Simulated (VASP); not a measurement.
Runs of VASP 6.6.1 on BeB3P2. The structure is that of space group R-3m (No. 166), or close to it. The cells are those of the table. 

| task | cell | k mesh | cutoff (eV) | gap on the mesh (eV) | pressure (GPa) | relaxed volume (Å³/atom) | largest force (eV/Å) |
| --- | --- | --- | --- | --- | --- | --- | --- |
| single point | a = 4.318 Å, angles 92.1°, 6 atoms | 6 × 6 × 6 | 520 | none | (b) | - | 0.01 |
| single point | a = 4.368 Å, 6 atoms | 4 × 4 × 4 | 520 | none | -1.5 | - | 3.28 |
| single point | a = 4.320 Å, angles 92.1°, 6 atoms | 4 × 4 × 4 | 520 | none | (a) | - | 0.03 |
| relaxation of cell and atoms | relaxed from a = 4.368 Å, 6 atoms | 4 × 4 × 4 | 600 | none | 0.0 | 13.37 | 0.03 |
| relaxation of cell and atoms | relaxed from a = 4.320 Å, angles 92.1°, 6 atoms | 6 × 6 × 6 | 600 | none | 0.2 | 13.36 | 0.04 |

Alike in all rows: level PBE; potentials or basis VASP PAW PBE potentials, release 64 (Be, B, P); no spin polarisation; smearing gaussian 0.1 eV.

Task: Fill in the values left out.

Result: (a) -0.3; (b) -0.2.

Caveats: some runs use coarse meshes; forces of over 1 eV/Å act on the atoms, so gaps and moduli don't describe the material at rest (some runs).

A gap of «none» marks levels without a gap at the run's occupations.
